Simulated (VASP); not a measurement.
Set up this calculation in VASP 6.6.1, as the native input.

| Item | Value |
| --- | --- |
| Task | single point |
| Functional | LDA |
| Potentials or basis | VASP PAW LDA potentials, release 64 (Ge_d) |
| Cutoff | 520 eV |
| k mesh | 9 × 9 × 1 |
| Occupations | gaussian, width 0.1 eV |
| Spin | no spin polarisation |
| Dipole correction | yes |
| Further INCAR settings | ALGO = Normal; EDIFF = 1e-06; NBANDS = 36 |

The structure of Ge lies in POSCAR:

```
Ge
1.0
    3.9749475856      0.0000000000      0.0000000000
   -1.9874737928      3.4424055879      0.0000000000
    0.0000000000      0.0000000000     18.0569138913
Ge
4
Direct
    0.3333333333      0.6666666667      0.3876631434
    0.0000000000      0.0000000000      0.4325978861
    0.0000000000      0.0000000000      0.5751814296
    0.6666666667      0.3333333333      0.6157282346
```

The input as run:

INCAR

```
SYSTEM = Ge
PREC = Accurate ; ENCUT = 520
EDIFF = 1E-6 ; ISMEAR = 0
SIGMA = 0.1 ; LREAL = .FALSE.
LASPH = .TRUE. ; NELM = 80
ALGO = Normal ; ISIF = 2
LWAVE = .FALSE. ; LCHARG = .FALSE.
LDIPOL = .TRUE. ; IDIPOL = 3
DIPOL = 0.5 0.5 0.503 ; GGA = CA
NBANDS = 36
```

KPOINTS

```
Automatic mesh
0
G
  9 9 1
  0 0 0
```

Potentials or basis: VASP PAW LDA potentials, release 64 (Ge_d).

Run with:

```console
$ cat potpaw_LDA.64/Ge_d/POTCAR > POTCAR
$ mpirun -np 1 vasp_std > vasp.out
```

It gave:

```json
{
  "Largest force": "0.296 eV/Å",
  "Band gap on the k mesh": "zero (band 28 reaches -1.42 eV, above the bottom of band 29 at -1.60 eV)"
}
```

It took 5.4 min on 1 thread of AMD EPYC 7R13 (shared host), peak memory 0.27 GiB.
